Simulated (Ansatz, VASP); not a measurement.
# CaS: VASP beside Ansatz

```
CELL_PARAMETERS angstrom
0.00000 2.85603 2.85603
2.85603 0.00000 2.85603
2.85603 2.85603 0.00000
ATOMIC_POSITIONS crystal
Ca 0.00000 0.00000 0.00000
S 0.50000 0.50000 0.50000
```

Alike in both runs: task single point; functional PBE; k mesh 8 × 8 × 8; occupations gaussian, width 0.02 eV; no spin polarisation.

```csv
,VASP,Ansatz
version,VASP 6.6.1,Ansatz 0.2.0
potentials or method,"VASP PAW PBE potentials, release 64 (Ca_sv, S), cutoff 500 eV","scalar-relativistic, plane waves, PAW"
valence electrons in the cell,16,16
```

|  | VASP | Ansatz | Ansatz less VASP |
| --- | --- | --- | --- |
| gap on the k mesh at the Fermi level (eV) | 2.38 | 2.38 | +0.005 |
| least direct gap on the mesh (eV) | 3.18 | 3.18 | +0.005 |
